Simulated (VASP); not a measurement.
Here is a VASP 6.6.1 calculation.

INCAR

```
ALGO = Normal
EDIFF = 1E-6
ENCUT = 520
GGA = PE
ISIF = 2
ISMEAR = 0
LASPH = True
LCHARG = False
LREAL = False
LWAVE = False
NBANDS = 36
NELM = 60
PREC = Accurate
SIGMA = 0.1
```

Contents of KPOINTS:

```
k-points
0
Gamma
  4 4 4
```

Contents of POSCAR:

```
Be3Se2S
1.0
   -3.5910876458      3.5910876458      0.0000000000
    3.5910876458      3.5910876458      0.0000000000
    1.7955438229     -1.7955438229     -7.6120895657
Be Se S
6 4 2
Direct
    1.0000000000      0.2500000000      0.5000000000
    0.5000000000      0.7500000000      0.5000000000
    0.6727246700      0.2500000000      0.8454493400
    0.1727246700      0.7500000000      0.8454493400
    0.3272753300      0.2500000000      0.1545506600
    0.8272753300      0.7500000000      0.1545506600
    0.8361256310      0.5000000000      0.6722512621
    0.3361256310      1.0000000000      0.6722512621
    0.1638743690      0.5000000000      0.3277487379
    0.6638743690      1.0000000000      0.3277487379
    1.0000000000      0.0000000000      1.0000000000
    0.5000000000      0.5000000000      1.0000000000
```

Potentials or basis: VASP PAW PBE potentials, release 64 (Be, Se, S).

Run with:

```console
$ cat potpaw_PBE.64/Be/POTCAR potpaw_PBE.64/Se/POTCAR potpaw_PBE.64/S/POTCAR > POTCAR
$ mpirun -np 1 vasp_std > vasp.out
```

Task: What does it give for the largest force?

Result: 0.011 eV/Å.

Task: What does it give for the band gap on the k mesh?

Result: 2.72 eV.

Task: Estimate the pressure.

Result: 0.1 GPa.

Forces on the atoms (eV/Å):
```
Be   0.000  0.000  0.000
Be   0.000  0.000  0.000
Be   0.000  0.000 -0.011
Be   0.000  0.000 -0.011
Be   0.000  0.000  0.011
Be   0.000  0.000  0.011
Se   0.000  0.000 -0.001
Se   0.000  0.000 -0.001
Se   0.000  0.000  0.001
Se   0.000  0.000  0.001
S    0.000  0.000  0.000
S    0.000  0.000  0.000
```

A k mesh can miss the band edges.
